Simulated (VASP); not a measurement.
Runs of VASP 6.6.1 on SiC. The structure is that of space group P6_3mc (No. 186), or close to it. The cells are those of the table. 

```csv
task,cell,k mesh,cutoff (eV),smearing,gap on the mesh (eV),pressure (GPa)
single point,"a = 3.056, b = 3.056, c = 5.016 Å, angles 90.0, 90.0, 120.0°, 4 atoms",12 × 12 × 6,520,fermi-dirac 0.08 eV,(b),0.4
relaxation of cell and atoms,"relaxed to -2 GPa from a = 3.056, b = 3.056, c = 5.016 Å, angles 90.0, 90.0, 120.0°, 4 atoms",8 × 8 × 4,600,gaussian 0.01 eV,2.39,-2.0
relaxation of cell and atoms,"relaxed to 2 GPa from a = 3.056, b = 3.056, c = 5.016 Å, angles 90.0, 90.0, 120.0°, 4 atoms",8 × 8 × 4,600,gaussian 0.01 eV,2.37,2.0
relaxation of cell and atoms,"relaxed to 7 GPa from a = 3.056, b = 3.056, c = 5.016 Å, angles 90.0, 90.0, 120.0°, 4 atoms",8 × 8 × 4,600,gaussian 0.01 eV,2.34,7.0
single point,"a = 3.065, b = 3.065, c = 5.030 Å, angles 90.0, 90.0, 120.0°, 4 atoms",8 × 8 × 4,520,gaussian 0.01 eV,2.39,-1.6
relaxation of cell and atoms,"relaxed to 10 GPa from a = 3.056, b = 3.056, c = 5.016 Å, angles 90.0, 90.0, 120.0°, 4 atoms",8 × 8 × 4,600,gaussian 0.01 eV,(a),10.0
relaxation of cell and atoms,"relaxed to 4 GPa from a = 3.056, b = 3.056, c = 5.016 Å, angles 90.0, 90.0, 120.0°, 4 atoms",8 × 8 × 4,600,gaussian 0.01 eV,2.36,4.0
relaxation of cell and atoms,"relaxed to 15 GPa from a = 3.056, b = 3.056, c = 5.016 Å, angles 90.0, 90.0, 120.0°, 4 atoms",8 × 8 × 4,600,gaussian 0.01 eV,2.29,15.0
```

Alike in all rows: level LDA; potentials or basis VASP PAW LDA potentials, release 64 (Si, C); no spin polarisation.

**Question.** Fill in the values left out.

**Answer.** (a) 2.32; (b) 2.12.

Caveats: the cell is relaxed towards a set pressure, so the run minimises the enthalpy, not the energy (at least some runs).

A k mesh can miss the band edges.
